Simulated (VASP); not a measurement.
A run of VASP 6.6.1 is set up as follows.

File POSCAR:

```
InGa3As4
1.0
    5.8604805391      0.0000000000      0.0000000000
    0.0000000000      5.8604805391      0.0000000000
    0.0000000000      0.0000000000      5.8604805391
Ga As In
3 4 1
Direct
    0.5000000000      0.0000000000      0.0000000000
    0.0000000000      0.5000000000      0.0000000000
    0.0000000000      0.0000000000      0.5000000000
    0.7592929065      0.2407070935      0.2407070935
    0.2407070935      0.7592929065      0.2407070935
    0.2407070935      0.2407070935      0.7592929065
    0.7592929065      0.7592929065      0.7592929065
    0.5000000000      0.5000000000      0.5000000000
```

INCAR.step1

```
SYSTEM = InGa3As4
ALGO = Normal
EDIFF = 1E-5
EDIFFG = -0.005
ENCUT = 550
GGA = PE
GGA_COMPAT = .False.
IBRION = 2
ISIF = 3
ISMEAR = -1
LASPH = .True.
LCHARG = .False.
LREAL = .False.
LWAVE = .True.
NELM = 120
NELMIN = 4
NSW = 100
PREC = Accurate
SIGMA = 0.02
```

File INCAR.step2:

```
SYSTEM = InGa3As4
ALGO = Normal
EDIFF = 1E-7
EDIFFG = -0.005
ENCUT = 550
GGA_COMPAT = .False.
IBRION = 2
ISIF = 3
ISMEAR = -1
ISTART = 1
LASPH = .True.
LCHARG = .False.
LMIXTAU = .True.
LREAL = .False.
LWAVE = .False.
METAGGA = R2SCAN
NELM = 120
NELMIN = 4
NSW = 80
PREC = Accurate
SIGMA = 0.02
```

The input KPOINTS:

```
k-points
0
Gamma
  4 4 4
  0 0 0
```

Potentials or basis: VASP PAW PBE potentials, release 64 (Ga_d, As, In_d).

Launch:

```bash
$ cat potpaw_PBE.64/Ga_d/POTCAR potpaw_PBE.64/As/POTCAR potpaw_PBE.64/In_d/POTCAR > POTCAR
$ cp INCAR.step1 INCAR
$ mpirun -np 1 vasp_std > vasp.out
$ cp INCAR.step2 INCAR
$ mpirun -np 1 vasp_std > vasp.out
```

What does it give for the relaxed volume?

24.15 Å³/atom.

What does it give for the space group after relaxing (to 0.1 Å)?

P-43m (No. 215).

Forces in eV/Å, atoms in the order of the input:
```
Ga   0.000  0.000  0.000
Ga   0.000  0.000  0.000
Ga   0.000  0.000  0.000
As   0.003 -0.003 -0.003
As  -0.003  0.003 -0.003
As  -0.003 -0.003  0.003
As   0.003  0.003  0.003
In   0.000  0.000  0.000
```

Caveat: the PAW data sets were made with another functional, which shifts forces and pressure a little.
